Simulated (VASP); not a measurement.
# Cs (Im-3m) in VASP: a series of runs

Runs on Cs. Level: LDA. Tasks: single point, relaxation of cell and atoms.

Everything below comes from runs of VASP 6.6.1. Logs are shortened: lines on timing, memory, paths and dates and some standing lists are left out, and cuts for length are marked.

### Step 1. The cell of the first run

The structure is cubic, space group Im-3m (No. 229). The conventional cell has a = 5.750 Å, b = 5.750 Å, c = 5.750 Å, α = 90.00°, β = 90.00°, γ = 90.00°.

### Step 2. Single point, LDA

File INCAR:

```
SYSTEM = Cs
  ALGO = Normal
  EDIFF = 1E-7
  ENCUT = 520
  GGA = CA
  ISIF = 2
  ISMEAR = -1
  LASPH = .TRUE.
  LCHARG = .FALSE.
  LREAL = .FALSE.
  LWAVE = .FALSE.
  NBANDS = 10
  NELM = 80
  PREC = Accurate
  SIGMA = 0.02
```

File KPOINTS:

```
k-points
0
G
  5 5 5
  0 0 0
```

File POSCAR:

```
Cs
1.0
   -2.8749175668      2.8749175668      2.8749175668
    2.8749175668     -2.8749175668      2.8749175668
    2.8749175668      2.8749175668     -2.8749175668
Cs
1
Direct
    0.0000000000      0.0000000000      0.0000000000
```

Potentials or basis: VASP PAW LDA potentials, release 64 (Cs_sv).

Started as:

```
cat potpaw_LDA.64/Cs_sv/POTCAR > POTCAR
mpirun -np 1 vasp_std > vasp.out
```

OUTCAR:

```text
SYSTEM = Cs
   EDIFF = 1E-7
   ENCUT = 520
   GGA = CA
   ISIF = 2
   ISMEAR = -1
   LASPH = .TRUE.
   LREAL = .FALSE.
   NELM = 80
   PREC = Accurate

 ion  position               nearest neighbor table
   1  0.000  0.000  0.000-

  LATTYP: Found a body centered cubic cell.
 ALAT       =     5.7498351336

  Lattice vectors:

 A1 = (  -2.8749175668,   2.8749175668,   2.8749175668)
 A2 = (   2.8749175668,  -2.8749175668,   2.8749175668)
 A3 = (   2.8749175668,   2.8749175668,  -2.8749175668)

Analysis of symmetry for initial positions (statically):
=====================================================================
 Subroutine PRICEL returns:
 Original cell was already a primitive cell.

 Routine SETGRP: Setting up the symmetry group for a
 body centered cubic supercell.

 Subroutine GETGRP returns: Found 48 space group operations
 (whereof 48 operations were pure point group operations)
 out of a pool of 48 trial point group operations.

The static configuration has the point symmetry O_h .

Analysis of symmetry for dynamics (positions and initial velocities):
=====================================================================
 Subroutine PRICEL returns:
 Original cell was already a primitive cell.

 Routine SETGRP: Setting up the symmetry group for a
 body centered cubic supercell.

 Subroutine GETGRP returns: Found 48 space group operations
 (whereof 48 operations were pure point group operations)
 out of a pool of 48 trial point group operations.

The dynamic configuration has the point symmetry O_h .

 Subroutine INISYM returns: Found 48 space group operations
 (whereof 48 operations are pure point group operations),
 and found     1 'primitive' translations

----------------------------------------------------------------------------------------

                                     Primitive cell

  volume of cell :      95.0465

  direct lattice vectors                    reciprocal lattice vectors
    -2.874917567  2.874917567  2.874917567     0.000000000  0.173918030  0.173918030
     2.874917567 -2.874917567  2.874917567     0.173918030  0.000000000  0.173918030
     2.874917567  2.874917567 -2.874917567     0.173918030  0.173918030  0.000000000

  length of vectors
     4.979503293  4.979503293  4.979503293     0.245957237  0.245957237  0.245957237

  position of ions in fractional coordinates (direct lattice)
     0.000000000  0.000000000  0.000000000

  ion indices of the primitive-cell ions
   primitive index   ion index
                 1           1

----------------------------------------------------------------------------------------

 KPOINTS: k-points

Automatic generation of k-mesh.
 Grid dimensions read from file:
 generate k-points for:    5    5    5

 Generating k-lattice:

  Cartesian coordinates                     Fractional coordinates (reciprocal lattice)
     0.000000000  0.034783606  0.034783606     0.200000000  0.000000000  0.000000000
     0.034783606  0.000000000  0.034783606     0.000000000  0.200000000  0.000000000
     0.034783606  0.034783606  0.000000000     0.000000000  0.000000000  0.200000000

  Length of vectors
     0.049191447  0.049191447  0.049191447

  Shift w.r.t. Gamma in fractional coordinates (k-lattice)
     0.000000000  0.000000000  0.000000000

 Subroutine IBZKPT returns following result:
 ===========================================

 Found     10 irreducible k-points:

 Following reciprocal coordinates:
            Coordinates               Weight
  0.000000  0.000000  0.000000      1.000000
  0.200000  0.000000  0.000000     12.000000
  0.400000  0.000000  0.000000     12.000000
  0.200000  0.200000  0.000000     24.000000
  0.400000  0.200000 -0.000000     24.000000
  0.200000  0.200000  0.200000      8.000000
 -0.200000  0.200000  0.200000      6.000000
 -0.400000  0.400000  0.200000     24.000000
 -0.400000 -0.400000  0.200000      8.000000
 -0.400000  0.400000  0.400000      6.000000
   k-points           NKPTS =     10   k-points in BZ     NKDIM =     10   number of bands    NBANDS=     10
   number of dos      NEDOS =    301   number of ions     NIONS =      1
   total plane-waves  NPLWV =  64000
   dimension x,y,z NGX =    40 NGY =   40 NGZ =   40
   dimension x,y,z NGXF=    80 NGYF=   80 NGZF=   80
   ions per type =               1
   NGX,Y,Z   is equivalent  to a cutoff of  13.35, 13.35, 13.35 a.u.
   NGXF,Y,Z  is equivalent  to a cutoff of  26.71, 26.71, 26.71 a.u.
 SYSTEM =  Cs
   PREC   = accura    normal or accurate (medium, high low for compatibility)
   ISTART =      0    job   : 0-new  1-cont  2-samecut
   ICHARG =      2    charge: 1-file 2-atom 10-const
   ISPIN  =      1    spin polarized calculation?
   LNONCOLLINEAR =      F non collinear calculations
   LSORBIT =      F    spin-orbit coupling
   LASPH  =      T    aspherical Exc in radial PAW
   ENCUT  =  520.0 eV  38.22 Ry    6.18 a.u.   9.26  9.26  9.26*2*pi/ulx,y,z
   NELM   =     80;   NELMIN=  2; NELMDL= -5     # of ELM steps
   EDIFF  = 0.1E-06   stopping-criterion for ELM
   LREAL  =      F    real-space projection
   EDIFFG = 0.1E-05   stopping-criterion for IOM
   NSW    =      0    number of steps for IOM
   IBRION =     -1    ionic relax: 0-MD 1-quasi-New 2-CG
   NFREE  =      0    steps in history (QN), initial steepest desc. (CG)
   ISIF   =      2    stress and relaxation
   ISYM   =      2    0-nonsym 1-usesym 2-fastsym
   POTIM  = 0.5000    time-step for ionic-motion
   TEBEG  =    0.0;   TEEND  =   0.0 temperature during run
   PSTRESS=    0.0 pullay stress
   NELECT =       9.0000    total number of electrons
   NUPDOWN=      -1.0000    fix difference up-down
   EMIN   =  10.00;   EMAX   =-10.00  energy-range for DOS
   EFERMI =   0.00;   METHOD = LEGACY
   ISMEAR =    -1;   SIGMA  =   0.02  broadening in eV -4-tet -1-fermi 0-gaus
   EFERMI_NEDOS =   21; number of points for ismear=-14 and -15
   IALGO  =     38    algorithm
   IMIX   =      4    mixing-type and parameters
     AMIX     =   0.40;   BMIX     =  1.00
     AMIX_MAG =   1.60;   BMIX_MAG =  1.00
  volume/ion in A,a.u.               =      95.05       641.41
  Fermi-wavevector in a.u.,A,eV,Ry     =   0.746180  1.410076  7.575514  0.556785
  Thomas-Fermi vector in A             =   1.841941
   LORBIT       =      0    0 simple, 1 ext, 2 COOP (PROOUT), +10 PAW based schemes
   GGA     = CA    functional components
   LHFCALC =     F    Hartree Fock is set to
   AEXX    =    0.0000 exact exchange contribution
   IVDW    =     0    specifies the selected vdW correction
   LEPSILON=     F    determine dielectric tensor
   LRPA    =     F    only Hartree local field effects (RPA)
 non-spin polarized calculation
  energy-cutoff  :      520.00
  volume of cell :       95.05
 maximum number of plane-waves:      2587
 NGX is ok and might be reduce to    40
   NGX = 19   NGY = 19   NGZ = 19

 number of electron       8.9999998 magnetization

 Free energy of the ion-electron system (eV)
  ---------------------------------------------------
  ext. energy  EPLUGINS =         0.00000000
  ---------------------------------------------------
  free energy    TOTEN  =        -0.99919490 eV

  energy without entropy =       -0.99442360  energy(sigma->0) =       -0.99680925

 E-fermi :   0.9090     XC(G=0):  -6.0564

 val. band max:        0.4966286633   @ k =   0.4000   0.0000   0.0000
 cond. band min:       0.9248119303   @ k =  -0.4000   0.4000   0.2000
 fundamental gap:      0.4281832670
 Fermi energy:         0.9090413219

 k-point     1 :       0.0000    0.0000    0.0000
  band No.  band energies     occupation
      1     -22.9248      2.00000
      2      -9.6166      2.00000
      3      -9.6166      2.00000
      4      -9.6166      2.00000
      5      -1.0797      2.00000
      6       3.3320      0.00000
      7       3.3320      0.00000
      8       3.3320      0.00000
      9       4.3829      0.00000
     10       4.3829      0.00000

 k-point     2 :       0.2000    0.0000    0.0000
  band No.  band energies     occupation
      1     -22.9190      2.00000
      2      -9.7123      2.00000
      3      -9.6465      2.00000
      4      -9.6171      2.00000
      5      -0.5622      2.00000
      6       2.8100      0.00000
      7       2.9061      0.00000
      8       3.8779      0.00000
      9       4.1296      0.00000
     10       4.3531      0.00000

 k-point     3 :       0.4000    0.0000    0.0000
  band No.  band energies     occupation
      1     -22.9096      2.00000
      2      -9.8579      2.00000
      3      -9.6940      2.00000
      4      -9.6180      2.00000
      5       0.4966      2.00000
      6       2.0583      0.00000
      7       2.4320      0.00000
      8       4.3216      0.00000
      9       4.6886      0.00000
     10       5.3873      0.00000

 k-point     4 :       0.2000    0.2000    0.0000
  band No.  band energies     occupation
      1     -22.9114      2.00000
      2      -9.8093      2.00000
      3      -9.6885      2.00000
      4      -9.6376      2.00000
      5       0.3003      2.00000
      6       2.1877      0.00000
      7       2.4711      0.00000
      8       4.0637      0.00000
      9       4.7294      0.00000
     10       4.8774      0.00000

 k-point     5 :       0.4000    0.2000   -0.0000
  band No.  band energies     occupation
      1     -22.9068      2.00000
      2      -9.8493      2.00000
      3      -9.7391      2.00000
      4      -9.6434      2.00000
      5       1.1303      0.00003
      6       1.8705      0.00000
      7       2.1757      0.00000
      8       4.1097      0.00000
      9       4.8375      0.00000
     10       5.2894      0.00000

 k-point     6 :       0.2000    0.2000    0.2000
  band No.  band energies     occupation
      1     -22.9077      2.00000
      2      -9.8155      2.00000
      3      -9.7051      2.00000
      4      -9.7051      2.00000
      5       1.3347      0.00000
      6       1.9496      0.00000
      7       1.9496      0.00000
      8       4.3081      0.00000
      9       4.8994      0.00000
     10       4.8994      0.00000

 k-point     7 :      -0.2000    0.2000    0.2000
  band No.  band energies     occupation
      1     -22.9137      2.00000
      2      -9.7261      2.00000
      3      -9.6782      2.00000
      4      -9.6782      2.00000
      5      -0.0860      2.00000
      6       2.7249      0.00000
      7       3.0998      0.00000
      8       3.0998      0.00000
      9       3.9050      0.00000
     10       4.8835      0.00000

 k-point     8 :      -0.4000    0.4000    0.2000
  band No.  band energies     occupation
      1     -22.9051      2.00000
      2      -9.8342      2.00000
      3      -9.7284      2.00000
      4      -9.6847      2.00000
      5       0.9248      0.62497
      6       1.8616      0.00000
      7       2.8963      0.00000
      8       3.2369      0.00000
      9       4.4960      0.00000
     10       5.2164      0.00000

 k-point     9 :      -0.4000   -0.4000    0.2000
  band No.  band energies     occupation
      1     -22.9012      2.00000
      2      -9.8084      2.00000
      3      -9.8084      2.00000
      4      -9.6985      2.00000
      5       1.5897      0.00000
      6       1.5897      0.00000
      7       2.2581      0.00000
      8       4.2054      0.00000
      9       4.2054      0.00000
     10       5.3290      0.00000

 k-point    10 :      -0.4000    0.4000    0.4000
  band No.  band energies     occupation
      1     -22.8978      2.00000
      2      -9.8003      2.00000
      3      -9.7828      2.00000
      4      -9.7828      2.00000
      5       1.3105      0.00000
      6       1.4446      0.00000
      7       3.7902      0.00000
      8       3.8389      0.00000
      9       3.8389      0.00000
     10       5.3020      0.00000

------------------------ aborting loop because EDIFF is reached ----------------------------------------

  FORCE on cell =-STRESS in cart. coord.  units (eV):
  Direction    XX          YY          ZZ          XY          YZ          ZX
  --------------------------------------------------------------------------------------
  -------------------------------------------------------------------------------------
  Total        0.0071419      0.0071419      0.0071419      0.0000000      0.0000000      0.0000000
  in kB        0.1203886      0.1203886      0.1203886      0.0000000      0.0000000      0.0000000
  external PRESSURE =       0.1203886 kB  Pullay stress =       0.0000000 kB

 VOLUME and BASIS-vectors are now :
 -----------------------------------------------------------------------------
  energy-cutoff  :      520.00
  volume of cell :       95.05
      direct lattice vectors                 reciprocal lattice vectors
    -2.874917567  2.874917567  2.874917567     0.000000000  0.173918030  0.173918030
     2.874917567 -2.874917567  2.874917567     0.173918030  0.000000000  0.173918030
     2.874917567  2.874917567 -2.874917567     0.173918030  0.173918030  0.000000000

 POSITION                                       TOTAL-FORCE (eV/Angst)
 -----------------------------------------------------------------------------------
      0.00000      0.00000      0.00000         0.000000     -0.000000     -0.000000
 -----------------------------------------------------------------------------------
    total drift:                               -0.000000     -0.000000     -0.000000

  FREE ENERGIE OF THE ION-ELECTRON SYSTEM (eV)
  ---------------------------------------------------
  free  energy   TOTEN  =        -0.9991949046 eV

  energy  without entropy=       -0.9944236021  energy(sigma->0) =       -0.99680925
```

It took 13 s on 1 thread of Intel Xeon 8259CL, shared host; peak memory 0.18 GiB.

Results:

| Item | Value |
| --- | --- |
| Free energy | -0.9992 eV |
| Pressure | 0.0 GPa |

Caveat: spin-orbit coupling is left out, which moves the levels of the heavy elements.

### Step 3. Relaxation of cell and atoms, LDA

This run uses another cell than the first one, of 111.66 Å³/atom, 1.175 times its volume.

File INCAR:

```
SYSTEM = Cs
PREC     = Accurate       ! precision mode
ENCUT    = 600            ! plane-wave cutoff, eV
EDIFF    = 1E-7           ! SCF threshold, eV
ISMEAR   = -1             ! smearing method
SIGMA    = 0.02           ! smearing width, eV
LREAL    = .FALSE.        ! projectors in reciprocal space
LASPH    = .TRUE.         ! aspherical terms in the spheres
NELM     = 80             ! most SCF steps
ALGO     = Normal         ! electronic algorithm
ISIF     = 3              ! what is computed and relaxed
LWAVE    = .FALSE.        ! write WAVECAR
LCHARG   = .FALSE.        ! write CHGCAR
GGA      = CA             ! functional
IBRION   = 2              ! ionic algorithm
NSW      = 80             ! ionic steps
EDIFFG   = -0.01          ! ionic threshold
```

File KPOINTS:

```
Automatic mesh
0
G
  5 5 5
  0 0 0
```

File POSCAR:

```
Cs
1.0
   -3.0335000000      3.0335000000      3.0335000000
    3.0335000000     -3.0335000000      3.0335000000
    3.0335000000      3.0335000000     -3.0335000000
Cs
1
Direct
    0.0000000000      0.0000000000      0.0000000000
```

Potentials or basis: VASP PAW LDA potentials, release 64 (Cs_sv).

Started as:

```
cat potpaw_LDA.64/Cs_sv/POTCAR > POTCAR
mpirun -np 1 vasp_std > vasp.out
```

It took 45 s on 1 thread of Intel Xeon 8259CL, shared host; peak memory 0.21 GiB.

The run converged. Its results:

| Item | Value |
| --- | --- |
| Free energy | -0.9994 eV |
| Relaxed volume | 95.37 Å³/atom |
| Relaxed cell | a = 4.985 Å, b = 4.985 Å, c = 4.985 Å, α = 109.47°, β = 109.47°, γ = 109.47° |
| Space group after relaxing (to 0.05 Å) | Im-3m (No. 229) |
| Energy gained by relaxing | 17.2 meV/atom |
| Ionic steps | 4 |
| Pressure after relaxing | 0.0 GPa |

Step by step:
```
step  energy change (eV)  largest force (eV/Å)  pressure (GPa)  volume (Å³)
   1              0.0000                0.0000           -0.31       111.66
   2             -0.0061                0.0000           -0.26       108.23
   3             -0.0165                0.0000           -0.08        98.66
   4             -0.0172                0.0000            0.01        95.37
```

Final structure:
```
Cs
1.0
    -2.87816    2.87816    2.87816
     2.87816   -2.87816    2.87816
     2.87816    2.87816   -2.87816
Cs
1
Direct
  0.00000 0.00000 0.00000
```

Levels at points of the mesh, in eV from the Fermi level:
```
           k point  band 2  band 3  band 4  band 5  band 6  band 7
(0.00, 0.00, 0.00)  -10.53  -10.53  -10.53   -1.98    2.42    2.42
```

Caveat: spin-orbit coupling is left out, which moves the levels of the heavy elements; the volume moved by -15 % from the deposited cell, more than functionals usually miss.
